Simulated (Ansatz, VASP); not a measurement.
## AlCu3 in VASP and in Ansatz

```
Al Cu
1.0
     3.58920    0.00000    0.00000
     0.00000    3.58920    0.00000
     0.00000    0.00000    3.58920
Al Cu
1 3
Direct
  0.00000 0.00000 0.00000
  0.50000 0.50000 0.00000
  0.50000 0.00000 0.50000
  0.00000 0.50000 0.50000
```

Alike in both runs: task relaxation of cell and atoms; functional LDA; k mesh 12 × 12 × 12; occupations fermi-dirac, width 0.15 eV; no spin polarisation.

|  | VASP | Ansatz |
| --- | --- | --- |
| version | VASP 6.6.1 | Ansatz 0.2.0 |
| potentials or method | VASP PAW LDA potentials, release 64 (Al, Cu), cutoff 600 eV | scalar-relativistic, plane waves, PAW |
| valence electrons in the cell | 36 | 60 |

VASP gave:

| Property | Result |
| --- | --- |
| gap on the k mesh at the Fermi level, each at its own relaxed structure (eV) | none |
| relaxed volume (Å³/atom) | 11.61 |
| relaxed cell length with the largest relative difference (Å) | 3.595 |

Task: Estimate Ansatz's values.

Result: gap on the k mesh at the Fermi level, each at its own relaxed structure (eV): none; relaxed volume (Å³/atom): 11.56; relaxed cell length with the largest relative difference (Å): 3.590.

LDA's correlation is that of Perdew and Zunger in VASP and of Perdew and Wang (1992) in Ansatz. A gap of «none» marks a metal or a gap that the smearing closes. VASP's potentials hold 36 valence electrons a cell and Ansatz's 60, so a difference there can come from the potentials and not from the codes.
